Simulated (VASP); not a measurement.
Runs of VASP 6.6.1 on P. The structure is that of space group R-3m (No. 166), or close to it. The cells are those of the table. 

```csv
cell,gap on the mesh (eV),pressure (GPa),largest force (eV/Å)
"a = 3.430 Å, angles 61.8°, 2 atoms",none,-2.2,0.21
"a = 3.654 Å, angles 54.1°, 2 atoms",none,1.2,0.35
"a = 3.350 Å, angles 65.4°, 2 atoms",none,(a),0.36
"a = 3.786 Å, angles 50.4°, 2 atoms",none,2.2,0.78
```

Alike in all rows: task single point; level PBE+D3(BJ); potentials or basis VASP PAW PBE potentials, release 64 (P); no spin polarisation; k mesh 24 × 24 × 24; cutoff (eV) 520; smearing gaussian 0.15 eV.

Q: Fill in the values left out.

A: (a) -4.0.

Caveats: the stress differs along the axes, from -6 to 5 GPa (at least some runs); the stress differs along the axes, from -5 to 5 GPa (at least some runs); the stress differs along the axes, from -10 to 7 GPa (at least some runs); the stress differs along the axes, from -8 to 7 GPa (at least some runs).

A gap of «none» marks levels without a gap at the run's occupations.
